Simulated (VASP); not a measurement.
# InSb (F-43m) in VASP: notebook, part 2 of 2

VASP 6.6.1. The steps go on from the part before.

### 3 Elastic constants, PBEsol

INCAR

```
SYSTEM = InSb
PREC     = Accurate       ! precision mode
ENCUT    = 600            ! plane-wave cutoff, eV
EDIFF    = 1E-8           ! SCF threshold, eV
ISMEAR   = -1             ! smearing method
SIGMA    = 0.15           ! smearing width, eV
LREAL    = .FALSE.        ! projectors in reciprocal space
LASPH    = .TRUE.         ! aspherical terms in the spheres
NELM     = 100            ! most SCF steps
ALGO     = Normal         ! electronic algorithm
ISIF     = 3              ! what is computed and relaxed
LWAVE    = .FALSE.        ! write WAVECAR
LCHARG   = .FALSE.        ! write CHGCAR
GGA      = PS             ! functional
IBRION   = 6              ! ionic algorithm
NFREE    = 2            
POTIM    = 0.015          ! step
NSW      = 1              ! ionic steps
```

KPOINTS

```
Automatic mesh
0
G
  8 8 8
  0 0 0
```

POSCAR

```
InSb
1.0
    0.0000000000      3.2611000000      3.2611000000
    3.2611000000      0.0000000000      3.2611000000
    3.2611000000      3.2611000000      0.0000000000
In Sb
1 1
Direct
    0.0000000000      0.0000000000      0.0000000000
    0.2500000000      0.2500000000      0.2500000000
```

Potentials or basis: VASP PAW PBE potentials, release 64 (In_d, Sb).

Launch:

```sh
> cat potpaw_PBE.64/In_d/POTCAR potpaw_PBE.64/Sb/POTCAR > POTCAR
> mpirun -np 1 vasp_std > vasp.out
```

OUTCAR:

```text
SYSTEM = InSb
   PREC = Accurate
   ENCUT = 600
   EDIFF = 1E-8
   ISMEAR = -1
   LREAL = .FALSE.
   LASPH = .TRUE.
   NELM = 100
   ISIF = 3
   GGA = PS
   IBRION = 6
   NFREE = 2
   POTIM = 0.015
   NSW = 1

 ion  position               nearest neighbor table
   1  0.000  0.000  0.000-   2 2.82   2 2.82   2 2.82   2 2.82
   2  0.250  0.250  0.250-   1 2.82   1 2.82   1 2.82   1 2.82

  LATTYP: Found a face centered cubic cell.
 ALAT       =     6.5222000000

  Lattice vectors:

 A1 = (   0.0000000000,   3.2611000000,   3.2611000000)
 A2 = (   3.2611000000,   0.0000000000,   3.2611000000)
 A3 = (   3.2611000000,   3.2611000000,   0.0000000000)

Analysis of symmetry for initial positions (statically):
=====================================================================
 Subroutine PRICEL returns:
 Original cell was already a primitive cell.

 Routine SETGRP: Setting up the symmetry group for a
 face centered cubic supercell.

 Subroutine GETGRP returns: Found 24 space group operations
 (whereof 24 operations were pure point group operations)
 out of a pool of 48 trial point group operations.

The static configuration has the point symmetry T_d .

Analysis of symmetry for dynamics (positions and initial velocities):
=====================================================================
 Subroutine PRICEL returns:
 Original cell was already a primitive cell.

 Routine SETGRP: Setting up the symmetry group for a
 face centered cubic supercell.

 Subroutine GETGRP returns: Found 24 space group operations
 (whereof 24 operations were pure point group operations)
 out of a pool of 48 trial point group operations.

The dynamic configuration has the point symmetry T_d .

 Subroutine INISYM returns: Found 24 space group operations
 (whereof 24 operations are pure point group operations),
 and found     1 'primitive' translations

----------------------------------------------------------------------------------------

                                     Primitive cell

  volume of cell :      69.3621

  direct lattice vectors                    reciprocal lattice vectors
     0.000000000  3.261100000  3.261100000    -0.153322499  0.153322499  0.153322499
     3.261100000  0.000000000  3.261100000     0.153322499 -0.153322499  0.153322499
     3.261100000  3.261100000  0.000000000     0.153322499  0.153322499 -0.153322499

  length of vectors
     4.611891848  4.611891848  4.611891848     0.265562357  0.265562357  0.265562357

  position of ions in fractional coordinates (direct lattice)
     0.000000000  0.000000000  0.000000000
     0.250000000  0.250000000  0.250000000

  ion indices of the primitive-cell ions
   primitive index   ion index
                 1           1
                 2           2

----------------------------------------------------------------------------------------

[... 242 lines left out ...]
     10       4.6253      1.48436
     11       7.5264      0.00000
     12       7.5264      0.00000
     13       7.5596      0.00000
[... 356 lines left out ...]
      2      -9.8446      2.00000
      3      -9.8389      2.00000
      4      -9.7920      2.00000
      5      -9.7873      2.00000
      6      -4.3842      2.00000
      7      -0.8837      2.00000
      8       2.0122      2.00000
      9       3.0485      1.99998
     10       6.7691      0.00000
     11       8.0147      0.00000
     12       9.5524      0.00000
     13      10.5995      0.00000

 [... further k-points ...]

[... ionic steps 4 to 14 ...]

--------------------------------------- Ionic step       15  -------------------------------------------

 number of electron      18.0000000 magnetization

------------------------ aborting loop because EDIFF is reached ----------------------------------------
[... 67 lines left out ...]
--------------------------------------- Ionic step       17  -------------------------------------------

 number of electron      17.9999998 magnetization

 Free energy of the ion-electron system (eV)
  ---------------------------------------------------
  ext. energy  EPLUGINS =         0.00000000
  ---------------------------------------------------
  free energy    TOTEN  =        -7.69873512 eV

  energy without entropy =       -7.68904709  energy(sigma->0) =       -7.69389111

 E-fermi :   4.9434     XC(G=0):  -8.7843

 val. band max:        4.7847496826   @ k =   0.0000   0.0000   0.0000
 cond. band min:       5.1742365710   @ k =   0.0000   0.5000   0.0000
 fundamental gap:      0.3894868883
 Fermi energy:         4.9433870382

 k-point     1 :       0.0000    0.0000    0.0000
  band No.  band energies     occupation
      1      -9.7461      2.00000
      2      -9.7439      2.00000
      3      -9.7415      2.00000
      4      -9.6626      2.00000
      5      -9.6626      2.00000
      6      -5.8704      2.00000
      7       4.3801      1.95429
      8       4.7215      1.62888
      9       4.7539      1.55926
     10       4.7847      1.48446
     11       7.6633      0.00000
     12       7.6872      0.00000
     13       7.7124      0.00000
[... 397 lines left out ...]
  FREE ENERGIE OF THE ION-ELECTRON SYSTEM (eV)
  ---------------------------------------------------
  free  energy   TOTEN  =        -7.6987351240 eV

  energy  without entropy=       -7.6890470916  energy(sigma->0) =       -7.69389111

 INTERNAL STRAIN TENSORS FROM STRAINED CELLS
 ============================================

 INTERNAL STRAIN TENSOR FOR ION    1 for displacements in x,y,z  (eV/Angst):
          X           Y           Z          XY          YZ          ZX
  --------------------------------------------------------------------------------
  x    -0.00000     0.00000     0.00000     0.00000     7.34523     0.00000
  y     0.00000     0.00000    -0.00000     0.00000     0.00000     7.34499
  z     0.00000     0.00000    -0.00000     7.34563    -0.00000    -0.00000

 INTERNAL STRAIN TENSORS FROM DISPLACED ATOMS
 ============================================

 INTERNAL STRAIN TENSOR FOR ION    1 for displacements in x,y,z  (eV/Angst):
          X           Y           Z          XY          YZ          ZX
  --------------------------------------------------------------------------------
  x     0.00000    -0.00000    -0.00000     0.00000     7.34831     0.00000
  y     0.00000     0.00000     0.00000     0.00000     0.00000     7.34831
  z    -0.00000    -0.00000     0.00000     7.34831     0.00000     0.00000

 INTERNAL STRAIN TENSOR FOR ION    2 for displacements in x,y,z  (eV/Angst):
          X           Y           Z          XY          YZ          ZX
  --------------------------------------------------------------------------------
  x     0.00000     0.00000     0.00000     0.00000    -7.33895     0.00000
  y    -0.00000     0.00000    -0.00000     0.00000     0.00000    -7.33895
  z     0.00000     0.00000     0.00000    -7.33895     0.00000     0.00000

 Eigenvectors and eigenvalues of the dynamical matrix
 ----------------------------------------------------

   1 f  =    5.156205 THz    32.397393 2PiTHz  171.992493 cm-1    21.324342 meV
             X         Y         Z           dx          dy          dz
      0.000000  0.000000  0.000000     0.000000    0.717230    0.000000
      1.630550  1.630550  1.630550     0.000000   -0.696836    0.000000
[... 21 lines left out ...]
   6 f/i=    0.001176 THz     0.007387 2PiTHz    0.039216 cm-1     0.004862 meV
             X         Y         Z           dx          dy          dz
      0.000000  0.000000  0.000000     0.000000    0.000000   -0.696836
      1.630550  1.630550  1.630550     0.000000    0.000000   -0.717230

--------------------------------------------------------------------------------------------------------

 ELASTIC MODULI CONTR FROM IONIC RELAXATION (kBar)
 Direction    XX          YY          ZZ          XY          YZ          ZX
 --------------------------------------------------------------------------------
 XX          -0.0000     -0.0000     -0.0000      0.0000      0.0000     -0.0000
 YY          -0.0000     -0.0000     -0.0000      0.0000      0.0000      0.0000
 ZZ          -0.0000     -0.0000     -0.0000      0.0000      0.0000     -0.0000
 XY           0.0000      0.0000      0.0000   -193.7840     -0.0000     -0.0000
 YZ           0.0000      0.0000      0.0000     -0.0000   -193.7840      0.0000
 ZX          -0.0000      0.0000     -0.0000     -0.0000      0.0000   -193.7840
 --------------------------------------------------------------------------------

 TOTAL ELASTIC MODULI (kBar)
 Direction    XX          YY          ZZ          XY          YZ          ZX
 --------------------------------------------------------------------------------
 XX         605.9701    335.7439    335.7439      0.0000      0.0000     -0.0000
 YY         335.7439    605.9701    335.7439      0.0000      0.0000      0.0000
 ZZ         335.7439    335.7439    605.9701      0.0000      0.0000     -0.0000
 XY           0.0000      0.0000      0.0000    255.4566     -0.0000     -0.0000
 YZ           0.0000      0.0000      0.0000     -0.0000    255.4566      0.0000
 ZX          -0.0000      0.0000     -0.0000     -0.0000      0.0000    255.4566
 --------------------------------------------------------------------------------
```

It took 14 min on 1 thread of Intel Xeon 6975P-C (Granite Rapids), shared host; peak memory 0.44 GiB.

What came out:

```yaml
Elastic_constants_C11_C12_C44: 61, 34, 26 GPa
Voigt_bulk_modulus: 43 GPa
Highest_phonon_frequency_at_Γ_LO-TO_splitting_left_out: 172 cm⁻¹
```

Phonon frequencies in cm⁻¹ (negative: imaginary):
| q point | frequencies |
| --- | --- |
| (0.000, 0.000, 0.000) | 0 0 0 172 172 172 |

Elastic tensor in Voigt notation (GPa, in the Cartesian axes of the cell as first typed):
```
61 34 34  0  0  0
34 61 34  0  0  0
34 34 61  0  0  0
 0  0  0 26  0  0
 0  0  0  0 26  0
 0  0  0  0  0 26
```

Clamped-ion elastic tensor (GPa):
```
61 34 34  0  0  0
34 61 34  0  0  0
34 34 61  0  0  0
 0  0  0 45  0  0
 0  0  0  0 45  0
 0  0  0  0  0 45
```

Caveat: the PAW data sets were made with another functional, which shifts forces and pressure a little; spin-orbit coupling is left out, which moves the levels of the heavy elements.
